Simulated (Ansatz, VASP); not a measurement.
# Two plane-wave programs on Sn

```
Sn
1.0
     3.00130    0.00000    0.00000
     0.00000    3.00130    0.00000
     0.00000    0.00000    3.00130
Sn
1
Cartesian
  0.0000 0.0000 0.0000
```

Alike in both runs: task single point; functional LDA; k mesh 12 × 12 × 12; occupations fermi-dirac, width 0.1 eV; no spin polarisation.

|  | VASP | Ansatz |
| --- | --- | --- |
| version | VASP 6.6.1 | Ansatz 0.2.0 |
| potentials or method | VASP PAW LDA potentials, release 64 (Sn_d), cutoff 520 eV | plane waves (420 eV) with PAW, scalar-relativistic |
| valence electrons in the cell | 14 | 14 |

```csv
,VASP,Ansatz,Ansatz less VASP
pressure (GPa),0.4,0.3,-0.06
```

Ansatz warns that its potentials were made for another functional, while VASP's fit it. LDA's correlation is that of Perdew and Zunger in VASP and of Perdew and Wang (1992) in Ansatz.
